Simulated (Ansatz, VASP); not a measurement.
# Two plane-wave programs on ZnSe

```
Zn Se
1.0
     0.00000    2.63394    2.97385
     2.97385    0.00000    2.97385
     2.97385    2.63394    0.00000
Zn Se
1 1
Direct
  0.00000 0.00000 0.00000
  0.75000 0.75000 0.75000
```

Alike in both runs: task single point; functional LDA; k mesh 10 × 10 × 10; occupations gaussian, width 0.05 eV; no spin polarisation.

|  | VASP | Ansatz |
| --- | --- | --- |
| version | VASP 6.6.1 | Ansatz 0.2.0 |
| potentials or method | VASP PAW LDA potentials, release 64 (Zn, Se), cutoff 520 eV | scalar-relativistic, plane waves, PAW |
| valence electrons in the cell | 18 | 28 |

```csv
,VASP,Ansatz,Ansatz less VASP
gap on the k mesh at the Fermi level (eV),0.70,0.66,-0.038
least direct gap on the mesh (eV),0.70,0.66,-0.038
pressure (GPa),-4.6,-4.9,-0.28
"traceless stress, the component that is largest in VASP (GPa)",2.63,2.66,+0.026
```

Ansatz warns that its potentials were made for another functional, while VASP's fit it. LDA's correlation is that of Perdew and Zunger in VASP and of Perdew and Wang (1992) in Ansatz. VASP's potentials hold 18 valence electrons a cell and Ansatz's 28, so a difference there can come from the potentials and not from the codes.
